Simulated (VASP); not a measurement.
# Mo (Pm-3m) in VASP: notebook

Mo is run at these levels: PBE; tasks: single point.

Everything below comes from runs of VASP 6.6.1. Logs are shortened: lines on timing, memory, paths and dates and some standing lists are left out, and cuts for length are marked.

### 1 The cell of the first run

It takes space group Pm-3m (No. 221, cubic). The conventional cell has a = 2.569 Å, b = 2.569 Å, c = 2.569 Å, α = 90.00°, β = 90.00°, γ = 90.00°. Within 3.4 Å of Mo (site symmetry m-3m) lie 6 Mo at 2.57 Å.

### 2 Single point, PBE (volume scaled by 0.96)

File INCAR:

```
SYSTEM = Mo
ALGO = Normal
EDIFF = 1E-6
ENCUT = 520
GGA = PE
ISIF = 2
ISMEAR = -1
LASPH = .True.
LCHARG = .False.
LREAL = .False.
LWAVE = .False.
NBANDS = 13
NELM = 60
PREC = Accurate
SIGMA = 0.1
```

File KPOINTS:

```
k-points
0
Gamma
  14 14 14
  0 0 0
```

File POSCAR:

```
Mo
1.0
    2.5687433526      0.0000000000      0.0000000000
    0.0000000000      2.5687433526      0.0000000000
    0.0000000000      0.0000000000      2.5687433526
Mo
1
Direct
    0.0000000000      0.0000000000      0.0000000000
```

Potentials or basis: VASP PAW PBE potentials, release 64 (Mo_sv).

Run with:

```
cat potpaw_PBE.64/Mo_sv/POTCAR > POTCAR
mpirun -np 1 vasp_std > vasp.out
```

OUTCAR:

```text
SYSTEM = Mo
   EDIFF = 1E-6
   ENCUT = 520
   GGA = PE
   ISIF = 2
   ISMEAR = -1
   LASPH = .True.
   LREAL = .False.
   NELM = 60
   PREC = Accurate

 ion  position               nearest neighbor table
   1  0.000  0.000  0.000-

  LATTYP: Found a simple cubic cell.
 ALAT       =     2.5687433526

  Lattice vectors:

 A1 = (   2.5687433526,   0.0000000000,   0.0000000000)
 A2 = (   0.0000000000,   2.5687433526,   0.0000000000)
 A3 = (   0.0000000000,   0.0000000000,   2.5687433526)

Analysis of symmetry for initial positions (statically):
=====================================================================
 Subroutine PRICEL returns:
 Original cell was already a primitive cell.

 Routine SETGRP: Setting up the symmetry group for a
 simple cubic supercell.

 Subroutine GETGRP returns: Found 48 space group operations
 (whereof 48 operations were pure point group operations)
 out of a pool of 48 trial point group operations.

The static configuration has the point symmetry O_h .

Analysis of symmetry for dynamics (positions and initial velocities):
=====================================================================
 Subroutine PRICEL returns:
 Original cell was already a primitive cell.

 Routine SETGRP: Setting up the symmetry group for a
 simple cubic supercell.

 Subroutine GETGRP returns: Found 48 space group operations
 (whereof 48 operations were pure point group operations)
 out of a pool of 48 trial point group operations.

The dynamic configuration has the point symmetry O_h .

 Subroutine INISYM returns: Found 48 space group operations
 (whereof 48 operations are pure point group operations),
 and found     1 'primitive' translations

----------------------------------------------------------------------------------------

                                     Primitive cell

  volume of cell :      16.9497

  direct lattice vectors                    reciprocal lattice vectors
     2.568743353  0.000000000  0.000000000     0.389295411  0.000000000  0.000000000
     0.000000000  2.568743353  0.000000000     0.000000000  0.389295411  0.000000000
     0.000000000  0.000000000  2.568743353     0.000000000  0.000000000  0.389295411

  length of vectors
     2.568743353  2.568743353  2.568743353     0.389295411  0.389295411  0.389295411

  position of ions in fractional coordinates (direct lattice)
     0.000000000  0.000000000  0.000000000

  ion indices of the primitive-cell ions
[... 75 lines left out ...]
   LREAL  =      F    real-space projection
   EDIFFG = 0.1E-04   stopping-criterion for IOM
   NSW    =      0    number of steps for IOM
   IBRION =     -1    ionic relax: 0-MD 1-quasi-New 2-CG
   NFREE  =      0    steps in history (QN), initial steepest desc. (CG)
   ISIF   =      2    stress and relaxation
   ISYM   =      2    0-nonsym 1-usesym 2-fastsym
   POTIM  = 0.5000    time-step for ionic-motion
   TEBEG  =    0.0;   TEEND  =   0.0 temperature during run
   PSTRESS=    0.0 pullay stress
   NELECT =      14.0000    total number of electrons
   NUPDOWN=      -1.0000    fix difference up-down
   EMIN   =  10.00;   EMAX   =-10.00  energy-range for DOS
   EFERMI =   0.00;   METHOD = LEGACY
   ISMEAR =    -1;   SIGMA  =   0.10  broadening in eV -4-tet -1-fermi 0-gaus
   EFERMI_NEDOS =   21; number of points for ismear=-14 and -15
   IALGO  =     38    algorithm
   IMIX   =      4    mixing-type and parameters
     AMIX     =   0.40;   BMIX     =  1.00
     AMIX_MAG =   1.60;   BMIX_MAG =  1.00
  volume/ion in A,a.u.               =      16.95       114.38
  Fermi-wavevector in a.u.,A,eV,Ry     =   1.536020  2.902656 32.100996  2.359357
  Thomas-Fermi vector in A             =   2.642727
   LORBIT       =      0    0 simple, 1 ext, 2 COOP (PROOUT), +10 PAW based schemes
   GGA     = PE    functional components
   LHFCALC =     F    Hartree Fock is set to
   AEXX    =    0.0000 exact exchange contribution
   IVDW    =     0    specifies the selected vdW correction
   LEPSILON=     F    determine dielectric tensor
   LRPA    =     F    only Hartree local field effects (RPA)
 non-spin polarized calculation
  energy-cutoff  :      520.00
  volume of cell :       16.95
 maximum number of plane-waves:       480
 NGX is ok and might be reduce to    20
   NGX =  9   NGY =  9   NGZ =  9

 number of electron      13.9999994 magnetization

 Free energy of the ion-electron system (eV)
  ---------------------------------------------------
  ext. energy  EPLUGINS =         0.00000000
  ---------------------------------------------------
  free energy    TOTEN  =        -9.78706978 eV

  energy without entropy =       -9.75081909  energy(sigma->0) =       -9.76894443

 E-fermi :  11.2398     XC(G=0): -12.7917

 val. band max:       11.2304791990   @ k =   0.5000   0.2857   0.2143
 cond. band min:      11.3138988354   @ k =   0.3571   0.1429   0.1429
 fundamental gap:      0.0834196364
 Fermi energy:        11.2398027880

 k-point     1 :       0.0000    0.0000    0.0000
  band No.  band energies     occupation
      1     -49.8956      2.00000
      2     -23.0851      2.00000
      3     -23.0851      2.00000
      4     -23.0851      2.00000
      5       4.6274      2.00000
      6       6.8657      2.00000
      7       6.8657      2.00000
      8      15.2524      0.00000
      9      15.2524      0.00000
     10      15.2524      0.00000
     11      27.0179      0.00000
     12      27.0179      0.00000
     13      27.0179      0.00000
[... 354 lines left out ...]
  band No.  band energies     occupation
      1     -49.6286      2.00000
      2     -24.3485      2.00000
      3     -23.5998      2.00000
      4     -22.9049      2.00000
      5       7.5435      2.00000
      6       8.3303      2.00000
      7      10.2744      1.99987
      8      12.6069      0.00000
      9      13.3105      0.00000
     10      14.1368      0.00000
     11      21.5357      0.00000
     12      26.6891      0.00000
     13      28.6108      0.00000

 [... further k-points ...]
[... 5 lines left out ...]
  --------------------------------------------------------------------------------------
  -------------------------------------------------------------------------------------
  Total        0.8294463      0.8294463      0.8294463      0.0000000      0.0000000     -0.0000000
  in kB       78.4037241     78.4037241     78.4037241      0.0000000      0.0000000     -0.0000000
  external PRESSURE =      78.4037241 kB  Pullay stress =       0.0000000 kB

 VOLUME and BASIS-vectors are now :
 -----------------------------------------------------------------------------
  energy-cutoff  :      520.00
  volume of cell :       16.95
      direct lattice vectors                 reciprocal lattice vectors
     2.568743353  0.000000000  0.000000000     0.389295411  0.000000000  0.000000000
     0.000000000  2.568743353  0.000000000     0.000000000  0.389295411  0.000000000
     0.000000000  0.000000000  2.568743353     0.000000000  0.000000000  0.389295411

 POSITION                                       TOTAL-FORCE (eV/Angst)
 -----------------------------------------------------------------------------------
      0.00000      0.00000      0.00000         0.000000      0.000000      0.000000
 -----------------------------------------------------------------------------------
    total drift:                               -0.000000     -0.000000     -0.000000

  FREE ENERGIE OF THE ION-ELECTRON SYSTEM (eV)
  ---------------------------------------------------
  free  energy   TOTEN  =        -9.7870697816 eV

  energy  without entropy=       -9.7508190878  energy(sigma->0) =       -9.76894443
```

Wall time 7.4 s (1 thread of AMD EPYC 9R45 (Zen 5), shared host); peak memory 0.11 GiB.

What came out:

| Quantity | Value |
| --- | --- |
| Free energy | -9.7871 eV |
| Pressure | 7.8 GPa |
| Band gap on the k mesh | zero (band 7 reaches 12.81 eV, above the bottom of band 8 at 10.44 eV) |

Caveat: the cell differs from its parent crystal (volume scaled by 0.96).

### 3 Single point, PBE

This run uses another cell than the first one, of 17.66 Å³/atom, 1.042 times its volume.

File INCAR:

```
SYSTEM = Mo
PREC = Accurate ; ENCUT = 520
EDIFF = 1E-6 ; ISMEAR = -1
SIGMA = 0.1 ; LREAL = .False.
LASPH = .True. ; NELM = 60
ALGO = Normal ; ISIF = 2
LWAVE = .False. ; LCHARG = .False.
GGA = PE ; NBANDS = 13
```

File KPOINTS:

```
regular mesh
0
Gamma
  14 14 14
  0 0 0
```

File POSCAR:

```
Mo
1.0
    2.6039359908      0.0000000000      0.0000000000
    0.0000000000      2.6039359908      0.0000000000
    0.0000000000      0.0000000000      2.6039359908
Mo
1
Direct
    0.0000000000      0.0000000000      0.0000000000
```

Potentials or basis: VASP PAW PBE potentials, release 64 (Mo_sv).

Run with:

```
cat potpaw_PBE.64/Mo_sv/POTCAR > POTCAR
mpirun -np 1 vasp_std > vasp.out
```

Run time: 7.5 s. Hardware: 1 thread of AMD EPYC 9R45 (Zen 5), shared host; peak memory 0.11 GiB.

It converged, with:

```yaml
Free_energy: -9.8029 eV
Pressure: -0.5 GPa
Band_gap_on_the_k_mesh: zero (band 7 reaches 12.14 eV, above the bottom of band 8 at 9.86 eV)
```

Levels at points of the mesh, in eV from the Fermi level:
```tsv
k point	band 3	band 4	band 5	band 6	band 7	band 8	band 9	band 10	band 11	band 12
(0.00, 0.00, 0.00)	-34.39	-34.39	-6.47	-4.15	-4.15	3.80	3.80	3.80	15.43	15.43
(0.50, 0.00, 0.00)	-34.26	-34.26	-3.48	-3.27	0.08	0.62	0.62	4.12	9.06	14.26
(0.50, 0.50, 0.00)	-35.64	-34.13	-5.28	-2.26	1.27	1.27	5.73	5.73	6.00	14.11
(0.50, 0.50, 0.50)	-35.45	-35.45	-3.71	-3.71	-3.71	6.22	6.22	7.73	12.70	12.70
```

### 4 Single point, PBE (volume scaled by 1.04)

File INCAR:

```
SYSTEM = Mo
PREC     = Accurate       ! precision mode
ENCUT    = 520            ! plane-wave cutoff, eV
EDIFF    = 1E-6           ! SCF threshold, eV
ISMEAR   = -1             ! smearing method
SIGMA    = 0.1            ! smearing width, eV
LREAL    = .False.        ! projectors in reciprocal space
LASPH    = .True.         ! aspherical terms in the spheres
NELM     = 80             ! most SCF steps
ALGO     = Normal         ! electronic algorithm
ISIF     = 2              ! what is computed and relaxed
LWAVE    = .False.        ! write WAVECAR
LCHARG   = .True.         ! write CHGCAR
GGA      = PE             ! functional
LELF     = .True.         ! ELF
LVHAR    = .True.       
NBANDS   = 13             ! bands
```

File KPOINTS:

```
Automatic mesh
0
Gamma
  14 14 14
  0 0 0
```

File POSCAR:

```
Mo
1.0
    2.6382022361      0.0000000000      0.0000000000
    0.0000000000      2.6382022361      0.0000000000
    0.0000000000      0.0000000000      2.6382022361
Mo
1
Direct
    0.0000000000      0.0000000000      0.0000000000
```

Potentials or basis: VASP PAW PBE potentials, release 64 (Mo_sv).

Run with:

```
cat potpaw_PBE.64/Mo_sv/POTCAR > POTCAR
mpirun -np 1 vasp_std > vasp.out
```

OUTCAR:

```text
SYSTEM = Mo
   PREC = Accurate
   ENCUT = 520
   EDIFF = 1E-6
   ISMEAR = -1
   LREAL = .False.
   LASPH = .True.
   NELM = 80
   ISIF = 2
   GGA = PE

 ion  position               nearest neighbor table
   1  0.000  0.000  0.000-

  LATTYP: Found a simple cubic cell.
 ALAT       =     2.6382022361

  Lattice vectors:

 A1 = (   2.6382022361,   0.0000000000,   0.0000000000)
 A2 = (   0.0000000000,   2.6382022361,   0.0000000000)
 A3 = (   0.0000000000,   0.0000000000,   2.6382022361)

[... 553 lines left out ...]
      5       6.6223      2.00000
      6       7.4558      2.00000
      7       9.1418      1.99983
      8      11.3479      0.00001
      9      11.9055      0.00000
     10      12.6996      0.00000
     11      19.7022      0.00000
     12      24.7498      0.00000
     13      26.9504      0.00000

 [... further k-points ...]
[... 5 lines left out ...]
  --------------------------------------------------------------------------------------
  -------------------------------------------------------------------------------------
  Total       -0.8317369     -0.8317369     -0.8317369     -0.0000000      0.0000000      0.0000000
  in kB      -72.5725392    -72.5725392    -72.5725392     -0.0000000      0.0000000      0.0000000
  external PRESSURE =     -72.5725392 kB  Pullay stress =       0.0000000 kB

 VOLUME and BASIS-vectors are now :
 -----------------------------------------------------------------------------
  energy-cutoff  :      520.00
  volume of cell :       18.36
      direct lattice vectors                 reciprocal lattice vectors
     2.638202236  0.000000000  0.000000000     0.379045998  0.000000000  0.000000000
     0.000000000  2.638202236  0.000000000     0.000000000  0.379045998  0.000000000
     0.000000000  0.000000000  2.638202236     0.000000000  0.000000000  0.379045998

 POSITION                                       TOTAL-FORCE (eV/Angst)
 -----------------------------------------------------------------------------------
      0.00000      0.00000      0.00000         0.000000      0.000000      0.000000
 -----------------------------------------------------------------------------------
    total drift:                               -0.000000     -0.000000     -0.000000

  FREE ENERGIE OF THE ION-ELECTRON SYSTEM (eV)
  ---------------------------------------------------
  free  energy   TOTEN  =        -9.7856265990 eV

  energy  without entropy=       -9.7450467804  energy(sigma->0) =       -9.76533669
```

OSZICAR:

```text
N       E                     dE             d eps       ncg     rms          rms(c)
DAV:   1     0.948718679283E+02    0.94872E+02   -0.80033E+03  3141   0.109E+03
DAV:   2    -0.898509188389E+01   -0.10386E+03   -0.99524E+02  3520   0.304E+02
DAV:   3    -0.102268181680E+02   -0.12417E+01   -0.12358E+01  3620   0.336E+01
DAV:   4    -0.102301144351E+02   -0.32963E-02   -0.32962E-02  3345   0.208E+00
DAV:   5    -0.102301385241E+02   -0.24089E-04   -0.24088E-04  3695   0.161E-01    0.108E+01
DAV:   6    -0.982625293050E+01    0.40389E+00   -0.58026E-01  3155   0.872E+00    0.315E+00
DAV:   7    -0.978714366830E+01    0.39109E-01   -0.85653E-02  3425   0.318E+00    0.770E-01
DAV:   8    -0.978558639544E+01    0.15573E-02   -0.34877E-03  3200   0.731E-01    0.648E-02
DAV:   9    -0.978562386650E+01   -0.37471E-04   -0.51228E-05  3745   0.903E-02    0.434E-02
DAV:  10    -0.978562633235E+01   -0.24659E-05   -0.14361E-05  3300   0.439E-02    0.250E-03
DAV:  11    -0.978562659901E+01   -0.26666E-06   -0.13357E-07  1800   0.449E-03
   1 F= -.97856266E+01 E0= -.97653367E+01  d E =-.405798E-01
```

Run time: 7.9 s. Hardware: 1 thread of AMD EPYC 9R45 (Zen 5), shared host; peak memory 0.11 GiB.

Results:

```
Free energy            : -9.7856 eV
Pressure               : -7.3 GPa
Band gap on the k mesh : zero (band 7 reaches 11.52 eV, above the bottom of band 8 at 9.32 eV)
```

Levels at points of the mesh, in eV from the Fermi level:
| k point | band 5 | band 6 | band 7 | band 8 | band 9 | band 10 |
| --- | --- | --- | --- | --- | --- | --- |
| (0.00, 0.00, 0.00) | -6.34 | -3.94 | -3.94 | 3.60 | 3.60 | 3.60 |
| (0.50, 0.00, 0.00) | -3.40 | -3.11 | 0.06 | 0.61 | 0.61 | 3.90 |
| (0.50, 0.50, 0.00) | -4.98 | -2.19 | 1.22 | 1.22 | 5.52 | 5.52 |
| (0.50, 0.50, 0.50) | -3.49 | -3.49 | -3.49 | 5.88 | 5.88 | 7.80 |

Caveat: the cell differs from its parent crystal (volume scaled by 1.04).

[end of part 1 of 2]
